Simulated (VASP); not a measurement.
Set up this calculation in VASP 6.6.1, as the native input.

```yaml
Task: single point
Functional: PBE
Potentials_or_basis: VASP PAW PBE potentials, release 64 (B, N)
Cutoff: 520 eV
k_mesh: 12 × 12 × 4
Occupations: gaussian, width 0.05 eV
Spin: no spin polarisation
Dipole_correction: no
Further_INCAR_settings: ALGO = Normal; EDIFF = 1e-07; NBANDS = 16
```

The structure of BN lies in POSCAR:

```
BN
1.0
    2.5121751215      0.0000000000      0.0000000000
   -1.2560875608      2.1756074740      0.0000000000
    0.0000000000      0.0000000000      8.1768171838
B N
2 2
Direct
    0.3333333333      0.6666666667      0.2500000000
    0.6666666667      0.3333333333      0.7500000000
    0.3333333333      0.6666666667      0.7500000000
    0.6666666667      0.3333333333      0.2500000000
```

This cell differs from its parent crystal: strain -0.0200 x Voigt [0, 0, 1, 0, 0, 0].

The input as run:

INCAR

```
ALGO = Normal
EDIFF = 1E-7
ENCUT = 520
GGA = PE
ISIF = 2
ISMEAR = 0
LASPH = T
LCHARG = T
LELF = T
LREAL = F
LVHAR = T
LWAVE = F
NBANDS = 16
NELM = 80
PREC = Accurate
SIGMA = 0.05
```

KPOINTS

```
k-points
0
Gamma
  12 12 4
```

Potentials or basis: VASP PAW PBE potentials, release 64 (B, N).

Command:

```sh
$ cat potpaw_PBE.64/B/POTCAR potpaw_PBE.64/N/POTCAR > POTCAR
$ mpirun -np 1 vasp_std > vasp.out
```

It gave:

The pressure is 0.1 GPa and the band gap on the k mesh is 4.44 eV, indirect (least direct gap 4.65 eV).

Caveat: the cell differs from its parent crystal (strain -0.0200 x Voigt [0, 0, 1, 0, 0, 0]); this functional lacks dispersion, which binds the layers, so the pressure and a relaxed spacing across them are unreliable.

It took 20 s on 1 thread of Intel(R) Xeon(R) Platinum 8559C (Emerald Rapids) (shared host), peak memory 0.17 GiB.
